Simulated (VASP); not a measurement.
Wanted: the native input for a VASP 6.6.1 run.

| Quantity | Value |
| --- | --- |
| Task | single point |
| Functional | PBEsol |
| Potentials or basis | VASP PAW PBE potentials, release 64 (Sc_sv) |
| Cutoff | 520 eV |
| k mesh | 14 × 14 × 8 |
| Occupations | fermi-dirac, width 0.1 eV |
| Spin | no spin polarisation |
| Dipole correction | no |
| Further INCAR settings | ALGO = Normal; EDIFF = 1e-07; NBANDS = 18 |

The structure of Sc lies in POSCAR:

```
Sc
1.0
    3.2753041365      0.0000000000      0.0000000000
   -1.6376520683      2.8364965873      0.0000000000
    0.0000000000      0.0000000000      5.1058925626
Sc
2
Direct
    0.3333333333      0.6666666667      0.2500000000
    0.6666666667      0.3333333333      0.7500000000
```

These files were run (other wordings do the same):

INCAR

```
PREC = Accurate ; ENCUT = 520
EDIFF = 1E-7 ; ISMEAR = -1
SIGMA = 0.1 ; LREAL = F
LASPH = T ; NELM = 100
ALGO = Normal ; ISIF = 2
LWAVE = F ; LCHARG = T
GGA = PS ; LELF = T
LVHAR = T ; NBANDS = 18
```

KPOINTS

```
Automatic mesh
0
Gamma
  14 14 8
```

Potentials or basis: VASP PAW PBE potentials, release 64 (Sc_sv).

Command:

```bash
$ cat potpaw_PBE.64/Sc_sv/POTCAR > POTCAR
$ mpirun -np 1 vasp_std > vasp.out
```

It gave:

- Pressure: 0.0 GPa
- Band gap on the k mesh: zero (bands 11 and 12 overlap by 1.55 eV)

Caveat: the PAW data sets were made with another functional, which shifts forces and pressure a little.

It took 27 s on 1 thread of Intel(R) Xeon(R) 6975P-C (Granite Rapids), on a shared host, peak memory 0.21 GiB.
